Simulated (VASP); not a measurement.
**Sr3Ir: relaxation of cell and atoms with PBE**

The system is Sr3Ir.

```
Sr Ir
1.0
     5.01378    0.00000    0.00000
     0.00000    5.01378    0.00000
     0.00000    0.00000    5.01378
Sr Ir
3 1
Direct
  0.00000 0.50000 0.50000
  0.50000 0.00000 0.50000
  0.50000 0.50000 0.00000
  0.00000 0.00000 0.00000
```

| Quantity | Value |
| --- | --- |
| Program | VASP 6.6.1 |
| Task | relaxation of cell and atoms |
| Functional | PBE |
| Potentials or basis | VASP PAW PBE potentials, release 64 (Sr_sv, Ir) |
| Cutoff | 600 eV |
| k mesh | 10 × 10 × 10 |
| Occupations | gaussian, width 0.1 eV |
| Spin | no spin polarisation |
| Dipole correction | no |
| Further INCAR settings | ALGO = Fast; EDIFF = 1e-06; IBRION = 2; EDIFFG = -0.01; NSW = 100; ISIF = 3 |

| Quantity | Value |
| --- | --- |
| Relaxed volume | 31.86 Å³/atom |
| Relaxed cell | a = 5.032 Å, b = 5.032 Å, c = 5.032 Å, α = 90.00°, β = 90.00°, γ = 90.00° |
| Space group after relaxing (to 0.1 Å) | Pm-3m (No. 221) |
| Energy gained by relaxing | 0.3 meV/atom |
| Ionic steps | 3 |
| Pressure after relaxing | 0.0 GPa |
| Band gap on the k mesh | zero (an odd number of electrons rules out a gap without spin polarisation) |

The path:
| step | energy change (eV) | largest force (eV/Å) | pressure (GPa) | volume (Å³) |
| --- | --- | --- | --- | --- |
| 1 | 0.0000 | 0.0000 | 0.32 | 126.04 |
| 2 | -0.0013 | 0.0000 | 0.06 | 127.18 |
| 3 | -0.0013 | 0.0000 | 0.01 | 127.43 |

Final structure:
```
CELL_PARAMETERS angstrom
5.03222 0.00000 0.00000
0.00000 5.03222 0.00000
0.00000 0.00000 5.03222
ATOMIC_POSITIONS crystal
Sr 0.00000 0.50000 0.50000
Sr 0.50000 0.00000 0.50000
Sr 0.50000 0.50000 0.00000
Ir 0.00000 0.00000 0.00000
```

Levels at points of the mesh, in eV from the Fermi level:
| k point | band 17 | band 18 | band 19 | band 20 | band 21 | band 22 |
| --- | --- | --- | --- | --- | --- | --- |
| (0.00, 0.00, 0.00) | -1.54 | -1.54 | -1.54 | 1.40 | 1.40 | 1.40 |
| (0.50, 0.00, 0.00) | -1.12 | -1.12 | -0.88 | -0.46 | 0.88 | 0.88 |
| (0.50, 0.50, 0.00) | -1.13 | -0.89 | -0.89 | -0.77 | -0.02 | 0.71 |
| (0.50, 0.50, 0.50) | -0.89 | -0.89 | 0.63 | 0.63 | 0.63 | 1.16 |

Run time: 3.7 min on 1 thread of Intel(R) Xeon(R) 6975P-C (Granite Rapids), on a shared host, peak memory 0.39 GiB.

Caveat: spin-orbit coupling is left out, which moves the levels of the heavy elements.
